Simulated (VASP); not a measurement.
In: single point with PBE

In:

```
CELL_PARAMETERS angstrom
-1.92023 1.92023 1.92023
1.92023 -1.92023 1.92023
1.92023 1.92023 -1.92023
ATOMIC_POSITIONS crystal
In 0.00000 0.00000 0.00000
```

This isn't the form of In at room conditions, which is tetragonal.

| Quantity | Value |
| --- | --- |
| Program | VASP 6.6.1 |
| Task | single point |
| Functional | PBE |
| Potentials or basis | VASP PAW PBE potentials, release 64 (In_d) |
| Cutoff | 520 eV |
| k mesh | 14 × 14 × 14 |
| Occupations | fermi-dirac, width 0.0612256 eV |
| Spin | no spin polarisation |
| Dipole correction | no |
| Further INCAR settings | ALGO = Normal; EDIFF = 1e-06; NBANDS = 12 |

```json
{
  "Pressure": "-0.7 GPa",
  "Band gap on the k mesh": "zero (an odd number of electrons rules out a gap without spin polarisation)"
}
```

Levels at points of the mesh, in eV from the Fermi level:
| k point | band 2 | band 3 | band 4 | band 5 | band 6 | band 7 | band 8 | band 9 | band 10 | band 11 |
| --- | --- | --- | --- | --- | --- | --- | --- | --- | --- | --- |
| (0.00, 0.00, 0.00) | -14.57 | -14.57 | -14.34 | -14.34 | -8.97 | 10.31 | 10.31 | 10.31 | 12.80 | 12.80 |
| (0.50, 0.00, 0.00) | -14.59 | -14.35 | -14.34 | -14.20 | -3.88 | -2.83 | 5.60 | 7.08 | 9.62 | 9.73 |
| (0.50, 0.50, 0.50) | -14.64 | -14.23 | -14.23 | -14.23 | 0.52 | 1.30 | 1.30 | 1.30 | 5.18 | 5.18 |

It took 55 s on 1 thread of AMD EPYC 7R13, with other jobs on the host, peak memory 0.15 GiB.

Caveat: spin-orbit coupling is left out, which moves the levels of the heavy elements.
